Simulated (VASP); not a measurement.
A run of VASP 6.6.1 is set up as follows.

Contents of INCAR:

```
SYSTEM = Tl
PREC     = Accurate       ! precision mode
ENCUT    = 520            ! plane-wave cutoff, eV
EDIFF    = 1E-6           ! SCF threshold, eV
ISMEAR   = -1             ! smearing method
SIGMA    = 0.1            ! smearing width, eV
LREAL    = .False.        ! projectors in reciprocal space
LASPH    = .True.         ! aspherical terms in the spheres
NELM     = 60             ! most SCF steps
ALGO     = Normal         ! electronic algorithm
ISIF     = 2              ! what is computed and relaxed
LWAVE    = .False.        ! write WAVECAR
LCHARG   = .False.        ! write CHGCAR
GGA      = B5             ! functional
ALDAX    = 1.0          
AGGAX    = 1.0          
AGGAC    = 1.0          
ALDAC    = 0.0          
NBANDS   = 12             ! bands
```

Contents of KPOINTS:

```
regular mesh
0
Gamma
  12 12 12
  0 0 0
```

POSCAR

```
Tl
1.0
    0.0000000000      2.5347746462      2.5347746462
    2.5347746462      0.0000000000      2.5347746462
    2.5347746462      2.5347746462      0.0000000000
Tl
1
Direct
    0.0000000000      0.0000000000      0.0000000000
```

Potentials or basis: VASP PAW PBE potentials, release 64 (Tl_d).

The run is started by

```console
$ cat potpaw_PBE.64/Tl_d/POTCAR > POTCAR
$ mpirun -np 1 vasp_std > vasp.out
```

Question: Predict the pressure.

Answer: 1.9 GPa.

Caveat: the PAW data sets were made with another functional, which shifts forces and pressure a little.
